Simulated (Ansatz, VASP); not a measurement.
TePb: VASP beside Ansatz

```
Te Pb
1.0
    -0.01611    3.21328    3.21328
     3.21328   -0.01611    3.21328
     3.21328    3.21328   -0.01611
Te Pb
1 1
Direct
  0.50000 0.50000 0.50000
  0.00000 0.00000 0.00000
```

Change from the starting cell: equal xy, yz and zx engineering shears of -0.5 %.

Alike in both runs: functional PBEsol; k mesh 6 × 6 × 6; no spin polarisation.

Ansatz relaxed the structure, and its values are those at the end. VASP's run is a single point on that final structure, the one shown.

|  | VASP | Ansatz |
| --- | --- | --- |
| version | VASP 6.6.1 | Ansatz 0.2.0 |
| potentials or method | VASP PAW PBE potentials, release 64 (Te, Pb_d), cutoff 520 eV | all-electron LAPW, scalar-relativistic |
| occupations | gaussian, width 0.01 eV | fixed |

Ansatz gave:

* gap on the k mesh at the Fermi level (eV): 0.59
* pressure (GPa): 0.0

Problem. What did VASP give for the same quantities?

Solution. gap on the k mesh at the Fermi level (eV): 0.60; pressure (GPa): 0.0.

VASP's potentials were made for PBE, not for PBEsol. Ansatz ran all-electron here, and VASP with PAW potentials.

Neither program's run includes spin-orbit coupling.
